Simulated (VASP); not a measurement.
Input of a VASP 6.6.1 run:

The input POSCAR:

```
Na
1.0
   -1.7810098115      1.7810098115      1.7810098115
    1.7810098115     -1.7810098115      1.7810098115
    1.7810098115      1.7810098115     -1.7810098115
Na
1
Direct
    0.0000000000      0.0000000000      0.0000000000
```

The input INCAR.step1:

```
SYSTEM = Na
ALGO     = Normal         ! electronic algorithm
EDIFF    = 1E-5           ! SCF threshold, eV
ENCUT    = 550            ! plane-wave cutoff, eV
GGA      = PE             ! functional
GGA_COMPAT= .FALSE.      
ISMEAR   = -1             ! smearing method
LASPH    = .TRUE.         ! aspherical terms in the spheres
LCHARG   = .FALSE.        ! write CHGCAR
LREAL    = .FALSE.        ! projectors in reciprocal space
LWAVE    = .TRUE.         ! write WAVECAR
NBANDS   = 10             ! bands
NELM     = 120            ! most SCF steps
PREC     = Accurate       ! precision mode
SIGMA    = 0.1            ! smearing width, eV
```

The input INCAR.step2:

```
SYSTEM = Na
ALGO     = Normal         ! electronic algorithm
EDIFF    = 1E-6           ! SCF threshold, eV
ENCUT    = 550            ! plane-wave cutoff, eV
GGA_COMPAT= .FALSE.      
ISIF     = 2              ! what is computed and relaxed
ISMEAR   = -1             ! smearing method
ISTART   = 1            
LASPH    = .TRUE.         ! aspherical terms in the spheres
LCHARG   = .TRUE.         ! write CHGCAR
LELF     = .TRUE.         ! ELF
LMIXTAU  = .TRUE.       
LREAL    = .FALSE.        ! projectors in reciprocal space
LVHAR    = .TRUE.       
LWAVE    = .FALSE.        ! write WAVECAR
METAGGA  = R2SCAN         ! meta-GGA
NBANDS   = 10             ! bands
NELM     = 120            ! most SCF steps
PREC     = Accurate       ! precision mode
SIGMA    = 0.1            ! smearing width, eV
```

Contents of KPOINTS:

```
k-points
0
G
  18 18 18
  0 0 0
```

Potentials or basis: VASP PAW PBE potentials, release 64 (Na_pv).

The run is started by

```bash
$ cat potpaw_PBE.64/Na_pv/POTCAR > POTCAR
$ cp INCAR.step1 INCAR
$ mpirun -np 1 vasp_std > vasp.out
$ cp INCAR.step2 INCAR
$ mpirun -np 1 vasp_std > vasp.out
```

(1) What does it give for the pressure?

(2) Estimate the band gap on the k mesh.

## Answers

(1) 10.2 GPa.

(2) zero (an odd number of electrons rules out a gap without spin polarisation).

Caveat: the cell stands under pressure; the PAW data sets were made with another functional, which shifts forces and pressure a little.
